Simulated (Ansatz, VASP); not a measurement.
## MgS in VASP and in Ansatz

```xyz
16
Lattice="8.5608 0.0000 0.0000 0.0000 8.5608 0.0000 0.0000 0.0000 5.2526" Properties=species:S:1:pos:R:3 pbc="T T T"
Mg    5.5063    5.5064    0.0000
Mg    7.3348    7.3350    2.6263
Mg    3.0546    3.0544    0.0000
Mg    1.2260    1.2258    2.6263
Mg    5.5064    3.0546    2.6263
Mg    7.3350    1.2260    0.0000
Mg    3.0544    5.5063    2.6263
Mg    1.2258    7.3348    0.0000
S     1.2945    7.2643    2.6263
S     2.9839    5.5749    0.0000
S     7.2663    1.2965    2.6263
S     5.5769    2.9859    0.0000
S     1.2965    1.2945    0.0000
S     2.9859    2.9839    2.6263
S     7.2643    7.2663    0.0000
S     5.5749    5.5769    2.6263
```

Alike in both runs: task single point; functional r2SCAN; k mesh 4 × 4 × 4; occupations gaussian, width 0.02 eV; no spin polarisation.

```csv
,VASP,Ansatz
version,VASP 6.6.1,Ansatz 0.2.0
potentials or method,"VASP PAW PBE potentials, release 64 (Mg, S), cutoff 660 eV","scalar-relativistic, plane waves, PAW"
valence electrons in the cell,64,128
```

VASP gave:

```
gap on the k mesh at the Fermi level (eV)                     : 3.44
least direct gap on the mesh (eV)                             : 3.44
pressure (GPa)                                                : -1.2
traceless stress, the component that is largest in VASP (GPa) : -0.05
rms of the force components (eV/Å)                            : 0.013
```

**Question.** Estimate Ansatz's values.

**Answer.** gap on the k mesh at the Fermi level (eV): 3.45; least direct gap on the mesh (eV): 3.45; pressure (GPa): -0.9; traceless stress, the component that is largest in VASP (GPa): -0.04; rms of the force components (eV/Å): 0.010.

VASP's potentials were made for PBE, not for r2SCAN. Atom by atom the forces differ by 0.004 eV/Å (rms over components). VASP's potentials hold 64 valence electrons a cell and Ansatz's 128, so a difference there can come from the potentials and not from the codes. Ansatz's warnings: k point list ram cut.
